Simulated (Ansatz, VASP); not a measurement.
## SrTiO3 in VASP and in Ansatz

```
Sr Ti O
1.0
     3.90100    0.00000    0.00000
     0.00000    2.76710    2.77107
     0.00000   -2.76710    2.77107
Sr Ti O
1 1 3
Direct
  0.00000 0.00346 0.00346
  0.50000 0.50646 0.50646
  0.50000 0.98995 0.49037
  0.50000 0.49037 0.98995
  0.00000 0.48966 0.48966
```

Alike in both runs: functional r2SCAN; k mesh 8 × 8 × 8; occupations gaussian, width 0.02 eV; no spin polarisation.

Ansatz relaxed the structure, and its values are those at the end. VASP's run is a single point on that final structure, the one shown.

```csv
,VASP,Ansatz
version,VASP 6.6.1,Ansatz 0.2.0
potentials or method,"VASP PAW PBE potentials, release 64 (Sr_sv, Ti_sv, O), cutoff 520 eV","scalar-relativistic, plane waves, PAW"
valence electrons in the cell,40,40
```

Ansatz gave:

* gap on the k mesh at the Fermi level (eV): 2.36
* least direct gap on the mesh (eV): 2.79
* pressure (GPa): 0.0
* rms of the force components (eV/Å): 0.002

Q: Estimate VASP's values.

A: gap on the k mesh at the Fermi level (eV): 2.37; least direct gap on the mesh (eV): 2.82; pressure (GPa): 0.9; rms of the force components (eV/Å): 0.035.

VASP's potentials were made for PBE, not for r2SCAN.
